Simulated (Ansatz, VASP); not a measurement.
**Two plane-wave programs on HfSiF**

```xyz
6
Lattice="3.7108 0.0000 0.0000 -1.8554 3.2136 0.0000 0.0000 0.0000 8.1915" Properties=species:S:1:pos:R:3 pbc="T T T"
Hf    0.0000    0.0000    4.6862
Hf    0.0000    0.0000    8.7819
Si    1.8554    1.0712    6.7876
Si    0.0000    2.1424    2.6918
F     0.0000    2.1424    5.2761
F     1.8554    1.0712    1.1803
```

Change from the starting cell: species swapped into the GdSbPd type (P6_3mc, No. 186).

Alike in both runs: functional PBE; k mesh 6 × 6 × 4; occupations gaussian, width 0.1 eV; no spin polarisation.

Ansatz relaxed the structure, and its values are those at the end. VASP's run is a single point on that final structure, the one shown.

|  | VASP | Ansatz |
| --- | --- | --- |
| version | VASP 6.6.1 | Ansatz 0.2.0 |
| potentials or method | VASP PAW PBE potentials, release 64 (Hf_pv, Si, F), cutoff 520 eV | scalar-relativistic, plane waves, PAW |
| valence electrons in the cell | 42 | 74 |

Ansatz gave:

```
gap on the k mesh at the Fermi level (eV) : none
pressure (GPa)                            : 0.1
rms of the force components (eV/Å)        : 0.007
```

**Question.** Estimate VASP's values.

**Answer.** gap on the k mesh at the Fermi level (eV): none; pressure (GPa): -1.0; rms of the force components (eV/Å): 0.043.

A gap of «none» marks a metal or a gap that the smearing closes. VASP's potentials hold 42 valence electrons a cell and Ansatz's 74, so a difference there can come from the potentials and not from the codes.

Neither program's run includes spin-orbit coupling.
